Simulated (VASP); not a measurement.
# P (Im-3m) in VASP: a series of runs

P is run at these levels: PBE; tasks: single point.

Program: VASP 6.6.1. These are calculated values, not measurements. Logs are shortened: lines on timing, memory, paths and dates and some standing lists are left out, and cuts for length are marked.

### 1 The cell of the first run

Symmetry: Im-3m, No. 229, cubic system. The conventional cell has a = 2.833 Å, b = 2.833 Å, c = 2.833 Å, α = 90.00°, β = 90.00°, γ = 90.00°. Within 3.2 Å of P (site symmetry m-3m) lie 14 P at 2.45 to 2.83 Å.

### 2 Single point, PBE (volume scaled by 0.8)

INCAR

```
SYSTEM = P
PREC = Accurate
ENCUT = 520
EDIFF = 1E-6
ISMEAR = -1
SIGMA = 0.1
LREAL = .FALSE.
LASPH = .TRUE.
NELM = 80
ALGO = Normal
ISIF = 2
LWAVE = .FALSE.
LCHARG = .FALSE.
GGA = PE
NBANDS = 8
```

KPOINTS

```
Automatic mesh
0
G
  17 17 17
  0 0 0
```

POSCAR

```
P
1.0
   -1.4163731298      1.4163731298      1.4163731298
    1.4163731298     -1.4163731298      1.4163731298
    1.4163731298      1.4163731298     -1.4163731298
P
1
Direct
    0.0000000000      0.0000000000      0.0000000000
```

Potentials or basis: VASP PAW PBE potentials, release 64 (P).

Started as:

```sh
cat potpaw_PBE.64/P/POTCAR > POTCAR
mpirun -np 1 vasp_std > vasp.out
```

OUTCAR:

```text
SYSTEM = P
   PREC = Accurate
   ENCUT = 520
   EDIFF = 1E-6
   ISMEAR = -1
   LREAL = .FALSE.
   LASPH = .TRUE.
   NELM = 80
   ISIF = 2
   GGA = PE

 ion  position               nearest neighbor table
   1  0.000  0.000  0.000-

  LATTYP: Found a body centered cubic cell.
 ALAT       =     2.8327462596

  Lattice vectors:

 A1 = (  -1.4163731298,   1.4163731298,   1.4163731298)
 A2 = (   1.4163731298,  -1.4163731298,   1.4163731298)
 A3 = (   1.4163731298,   1.4163731298,  -1.4163731298)

Analysis of symmetry for initial positions (statically):
=====================================================================
 Subroutine PRICEL returns:
 Original cell was already a primitive cell.

 Routine SETGRP: Setting up the symmetry group for a
 body centered cubic supercell.

 Subroutine GETGRP returns: Found 48 space group operations
 (whereof 48 operations were pure point group operations)
 out of a pool of 48 trial point group operations.

The static configuration has the point symmetry O_h .

Analysis of symmetry for dynamics (positions and initial velocities):
=====================================================================
 Subroutine PRICEL returns:
 Original cell was already a primitive cell.

 Routine SETGRP: Setting up the symmetry group for a
 body centered cubic supercell.

 Subroutine GETGRP returns: Found 48 space group operations
 (whereof 48 operations were pure point group operations)
 out of a pool of 48 trial point group operations.

The dynamic configuration has the point symmetry O_h .

 Subroutine INISYM returns: Found 48 space group operations
 (whereof 48 operations are pure point group operations),
 and found     1 'primitive' translations

----------------------------------------------------------------------------------------

                                     Primitive cell

  volume of cell :      11.3656

  direct lattice vectors                    reciprocal lattice vectors
    -1.416373130  1.416373130  1.416373130     0.000000000  0.353014322  0.353014322
     1.416373130 -1.416373130  1.416373130     0.353014322  0.000000000  0.353014322
     1.416373130  1.416373130 -1.416373130     0.353014322  0.353014322  0.000000000

  length of vectors
     2.453230223  2.453230223  2.453230223     0.499237642  0.499237642  0.499237642

  position of ions in fractional coordinates (direct lattice)
     0.000000000  0.000000000  0.000000000

  ion indices of the primitive-cell ions
   primitive index   ion index
                 1           1

----------------------------------------------------------------------------------------

 KPOINTS: Automatic mesh

Automatic generation of k-mesh.
 Grid dimensions read from file:
 generate k-points for:   17   17   17

 Generating k-lattice:

  Cartesian coordinates                     Fractional coordinates (reciprocal lattice)
     0.000000000  0.020765548  0.020765548     0.058823529  0.000000000  0.000000000
     0.020765548  0.000000000  0.020765548     0.000000000  0.058823529  0.000000000
     0.020765548  0.020765548  0.000000000     0.000000000  0.000000000  0.058823529

  Length of vectors
     0.029366920  0.029366920  0.029366920

  Shift w.r.t. Gamma in fractional coordinates (k-lattice)
     0.000000000  0.000000000  0.000000000

 Subroutine IBZKPT returns following result:
 ===========================================

 Found    165 irreducible k-points:

 Following reciprocal coordinates:
            Coordinates               Weight
  0.000000  0.000000  0.000000      1.000000
  0.058824  0.000000  0.000000     12.000000
  0.117647  0.000000  0.000000     12.000000
  0.176471  0.000000  0.000000     12.000000
  0.235294  0.000000  0.000000     12.000000
  0.294118  0.000000  0.000000     12.000000
[... 16 lines left out ...]
  0.411765  0.117647  0.000000     48.000000
  0.176471  0.176471  0.000000     24.000000
 [... further k-points ...]
   k-points           NKPTS =    165   k-points in BZ     NKDIM =    165   number of bands    NBANDS=      8
   number of dos      NEDOS =    301   number of ions     NIONS =      1
   total plane-waves  NPLWV =   5832
   dimension x,y,z NGX =    18 NGY =   18 NGZ =   18
   dimension x,y,z NGXF=    36 NGYF=   36 NGZF=   36
   ions per type =               1
   NGX,Y,Z   is equivalent  to a cutoff of  12.20, 12.20, 12.20 a.u.
   NGXF,Y,Z  is equivalent  to a cutoff of  24.40, 24.40, 24.40 a.u.
 SYSTEM =  P
   PREC   = accura    normal or accurate (medium, high low for compatibility)
   ISTART =      0    job   : 0-new  1-cont  2-samecut
   ICHARG =      2    charge: 1-file 2-atom 10-const
   ISPIN  =      1    spin polarized calculation?
   LNONCOLLINEAR =      F non collinear calculations
   LSORBIT =      F    spin-orbit coupling
   LASPH  =      T    aspherical Exc in radial PAW
   ENCUT  =  520.0 eV  38.22 Ry    6.18 a.u.   4.56  4.56  4.56*2*pi/ulx,y,z
   NELM   =     80;   NELMIN=  2; NELMDL= -5     # of ELM steps
   EDIFF  = 0.1E-05   stopping-criterion for ELM
   LREAL  =      F    real-space projection
   EDIFFG = 0.1E-04   stopping-criterion for IOM
   NSW    =      0    number of steps for IOM
   IBRION =     -1    ionic relax: 0-MD 1-quasi-New 2-CG
   NFREE  =      0    steps in history (QN), initial steepest desc. (CG)
   ISIF   =      2    stress and relaxation
   ISYM   =      2    0-nonsym 1-usesym 2-fastsym
   POTIM  = 0.5000    time-step for ionic-motion
   TEBEG  =    0.0;   TEEND  =   0.0 temperature during run
   PSTRESS=    0.0 pullay stress
   NELECT =       5.0000    total number of electrons
   NUPDOWN=      -1.0000    fix difference up-down
   EMIN   =  10.00;   EMAX   =-10.00  energy-range for DOS
   EFERMI =   0.00;   METHOD = LEGACY
   ISMEAR =    -1;   SIGMA  =   0.10  broadening in eV -4-tet -1-fermi 0-gaus
   EFERMI_NEDOS =   21; number of points for ismear=-14 and -15
   IALGO  =     38    algorithm
   IMIX   =      4    mixing-type and parameters
     AMIX     =   0.40;   BMIX     =  1.00
     AMIX_MAG =   1.60;   BMIX_MAG =  1.00
  volume/ion in A,a.u.               =      11.37        76.70
  Fermi-wavevector in a.u.,A,eV,Ry     =   1.245089  2.352878 21.092395  1.550247
  Thomas-Fermi vector in A             =   2.379327
   LORBIT       =      0    0 simple, 1 ext, 2 COOP (PROOUT), +10 PAW based schemes
   GGA     = PE    functional components
   LHFCALC =     F    Hartree Fock is set to
   AEXX    =    0.0000 exact exchange contribution
   IVDW    =     0    specifies the selected vdW correction
   LEPSILON=     F    determine dielectric tensor
   LRPA    =     F    only Hartree local field effects (RPA)
 non-spin polarized calculation
  energy-cutoff  :      520.00
  volume of cell :       11.37
 maximum number of plane-waves:       321
   NGX =  9   NGY =  9   NGZ =  9

 number of electron       4.9999998 magnetization

 Free energy of the ion-electron system (eV)
  ---------------------------------------------------
  ext. energy  EPLUGINS =         0.00000000
  ---------------------------------------------------
  free energy    TOTEN  =        -4.44567841 eV

  energy without entropy =       -4.43368528  energy(sigma->0) =       -4.43968184

 E-fermi :  13.5857     XC(G=0): -12.5873

 val. band max:       13.5197454009   @ k =  -0.2353   0.2941   0.1176
 cond. band min:      13.5929399705   @ k =   0.3529   0.1176   0.0588
 fundamental gap:      0.0731945696
 Fermi energy:        13.5856750875

 k-point     1 :       0.0000    0.0000    0.0000
  band No.  band energies     occupation
      1      -5.4787      2.00000
      2      23.2410      0.00000
      3      23.2410      0.00000
      4      23.2410      0.00000
      5      26.1783      0.00000
      6      26.1783      0.00000
      7      26.1783      0.00000
      8      30.7680      0.00000

 k-point     2 :       0.0588    0.0000    0.0000
  band No.  band energies     occupation
      1      -5.3556      2.00000
      2      22.1162      0.00000
      3      22.4806      0.00000
      4      23.1210      0.00000
      5      25.8013      0.00000
      6      26.6283      0.00000
      7      27.1508      0.00000
      8      29.9145      0.00000

 k-point     3 :       0.1176    0.0000    0.0000
  band No.  band energies     occupation
      1      -4.9866      2.00000
      2      19.7971      0.00000
      3      21.2191      0.00000
      4      22.7797      0.00000
      5      24.9066      0.00000
      6      26.7014      0.00000
      7      29.0460      0.00000
      8      29.3502      0.00000

 k-point     4 :       0.1765    0.0000    0.0000
  band No.  band energies     occupation
      1      -4.3731      2.00000
      2      17.0855      0.00000
      3      20.0296      0.00000
      4      22.2786      0.00000
      5      23.8545      0.00000
      6      25.8749      0.00000
      7      29.9443      0.00000
      8      30.5373      0.00000

 k-point     5 :       0.2353    0.0000    0.0000
  band No.  band energies     occupation
      1      -3.5172      2.00000
      2      14.2924      0.00170
      3      19.0108      0.00000
      4      21.7111      0.00000
      5      22.8526      0.00000
      6      24.9324      0.00000
      7      30.9428      0.00000
      8      30.9526      0.00000

 k-point     6 :       0.2941    0.0000    0.0000
  band No.  band energies     occupation
      1      -2.4221      2.00000
      2      11.5646      2.00000
      3      18.1871      0.00000
      4      21.1675      0.00000
      5      21.9968      0.00000
      6      24.1238      0.00000
      7      31.6750      0.00000
      8      32.1006      0.00000

 k-point     7 :       0.3529    0.0000    0.0000
  band No.  band energies     occupation
      1      -1.0929      2.00000
      2       8.9758      2.00000
      3      17.5663      0.00000
      4      20.7144      0.00000
      5      21.3318      0.00000
      6      23.4981      0.00000
      7      32.6558      0.00000
      8      33.3495      0.00000

 k-point     8 :       0.4118    0.0000    0.0000
  band No.  band energies     occupation
      1       0.4605      2.00000
      2       6.5695      2.00000
      3      17.1516      0.00000
      4      20.3934      0.00000
      5      20.8797      0.00000
      6      23.0733      0.00000
      7      33.8173      0.00000
      8      34.5751      0.00000

 k-point     9 :       0.4706    0.0000    0.0000
  band No.  band energies     occupation
      1       2.1863      2.00000
      2       4.4137      2.00000
      3      16.9440      0.00000
      4      20.2277      0.00000
      5      20.6513      0.00000
      6      22.8586      0.00000
      7      34.9024      0.00000
      8      35.4646      0.00000

 k-point    10 :       0.0588    0.0588    0.0000
  band No.  band energies     occupation
      1      -5.1096      2.00000
      2      20.6644      0.00000
      3      21.4727      0.00000
      4      22.5022      0.00000
      5      25.6661      0.00000
      6      26.7829      0.00000
      7      28.4192      0.00000
      8      29.0209      0.00000
[... 78 lines left out ...]
 k-point    18 :       0.1176    0.1176    0.0000
  band No.  band energies     occupation
      1      -4.0058      2.00000
      2      16.8818      0.00000
      3      17.8984      0.00000
      4      20.8068      0.00000
      5      25.0691      0.00000
      6      26.7662      0.00000
      7      29.0086      0.00000
      8      30.7704      0.00000

 k-point    19 :       0.1765    0.1176    0.0000
  band No.  band energies     occupation
      1      -3.1513      2.00000
      2      14.5133      0.00019
      3      16.4739      0.00000
      4      19.9519      0.00000
      5      24.7350      0.00000
      6      26.5232      0.00000
      7      29.5185      0.00000
      8      32.0415      0.00000

 k-point    20 :       0.2353    0.1176    0.0000
  band No.  band energies     occupation
      1      -2.0581      2.00000
      2      11.8671      2.00000
      3      15.5474      0.00000
      4      19.2162      0.00000
      5      24.2052      0.00000
      6      26.3871      0.00000
      7      29.9438      0.00000
      8      33.6730      0.00000

 k-point    21 :       0.2941    0.1176    0.0000
  band No.  band energies     occupation
      1      -0.7313      2.00000
      2       9.3054      2.00000
      3      14.8753      0.00001
      4      18.6365      0.00000
      5      23.6957      0.00000
      6      26.2513      0.00000
      7      30.6621      0.00000
      8      34.9391      0.00000

 k-point    22 :       0.3529    0.1176    0.0000
  band No.  band energies     occupation
      1       0.8191      2.00000
      2       6.9117      2.00000
      3      14.4301      0.00043
      4      18.2391      0.00000
      5      23.3221      0.00000
      6      26.1068      0.00000
      7      31.7194      0.00000
      8      35.2391      0.00000

 k-point    23 :       0.4118    0.1176    0.0000
  band No.  band energies     occupation
      1       2.5414      2.00000
      2       4.7632      2.00000
      3      14.2078      0.00397
      4      18.0374      0.00000
      5      23.1280      0.00000
      6      26.0152      0.00000
      7      33.0056      0.00000
      8      34.3651      0.00000

 k-point    24 :       0.1765    0.1765    0.0000
  band No.  band energies     occupation
      1      -2.1792      2.00000
      2      13.1953      1.96046
      3      14.1330      0.00836
      4      19.1117      0.00000
      5      24.9790      0.00000
      6      26.5728      0.00000
      7      30.6424      0.00000
      8      32.3822      0.00000

 [... further k-points ...]
[... 5 lines left out ...]
  --------------------------------------------------------------------------------------
  -------------------------------------------------------------------------------------
  Total        2.3466654      2.3466654      2.3466654     -0.0000000     -0.0000000      0.0000000
  in kB      330.8024540    330.8024540    330.8024540     -0.0000000     -0.0000000      0.0000000
  external PRESSURE =     330.8024540 kB  Pullay stress =       0.0000000 kB

 VOLUME and BASIS-vectors are now :
 -----------------------------------------------------------------------------
  energy-cutoff  :      520.00
  volume of cell :       11.37
      direct lattice vectors                 reciprocal lattice vectors
    -1.416373130  1.416373130  1.416373130     0.000000000  0.353014322  0.353014322
     1.416373130 -1.416373130  1.416373130     0.353014322  0.000000000  0.353014322
     1.416373130  1.416373130 -1.416373130     0.353014322  0.353014322  0.000000000

 POSITION                                       TOTAL-FORCE (eV/Angst)
 -----------------------------------------------------------------------------------
      0.00000      0.00000      0.00000         0.000000      0.000000      0.000000
 -----------------------------------------------------------------------------------
    total drift:                               -0.000000     -0.000000     -0.000000

  FREE ENERGIE OF THE ION-ELECTRON SYSTEM (eV)
  ---------------------------------------------------
  free  energy   TOTEN  =        -4.4456784082 eV

  energy  without entropy=       -4.4336852753  energy(sigma->0) =       -4.43968184
```

It took 6.5 s on 1 thread of AMD EPYC 7R13 (Zen 3), shared host; peak memory 0.09 GiB.

What came out:

```yaml
Free_energy: -4.4457 eV
Pressure: 33.1 GPa
```

Levels at points of the mesh, in eV from the Fermi level:
```csv
k point,band 1,band 2,band 3,band 4,band 5,band 6,band 7,band 8
"(0.00, 0.00, 0.00)",-19.06,9.66,9.66,9.66,12.59,12.59,12.59,17.18
```

(Continued in part 2 of 2.)
